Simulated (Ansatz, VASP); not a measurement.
S3O in VASP and in Ansatz

```
CELL_PARAMETERS angstrom
6.19641 0.00000 0.00000
-3.09820 5.36625 0.00000
0.00000 0.00000 3.27886
ATOMIC_POSITIONS crystal
S 0.17009 0.34019 0.25000
S 0.65981 0.82991 0.25000
S 0.17009 0.82991 0.25000
S 0.82991 0.65981 0.75000
S 0.34019 0.17009 0.75000
S 0.82991 0.17009 0.75000
O 0.33333 0.66667 0.75000
O 0.66667 0.33333 0.25000
```

Change from the starting cell: species swapped into the CdAu3 type (P6_3/mmc, No. 194).

Alike in both runs: task relaxation of cell and atoms; functional PBE; dispersion D3(BJ); k mesh 3 × 3 × 6; occupations gaussian, width 0.1 eV; no spin polarisation.

|  | VASP | Ansatz |
| --- | --- | --- |
| version | VASP 6.6.1 | Ansatz 0.2.0 |
| potentials or method | VASP PAW PBE potentials, release 64 (S, O), cutoff 600 eV | scalar-relativistic, plane waves, PAW |
| valence electrons in the cell | 48 | 48 |

```csv
,VASP,Ansatz,Ansatz less VASP
"gap on the k mesh at the Fermi level, each at its own relaxed structure (eV)",none,none,-
relaxed volume (Å³/atom),13.76,13.80,+0.038
relaxed length of the cell vector where the two differ most in proportion (Å),3.237,3.245,+0.0077
```

A gap of «none» marks a metal or a gap that the smearing closes.

The k mesh is coarse, so the values compare programs but aren't converged.
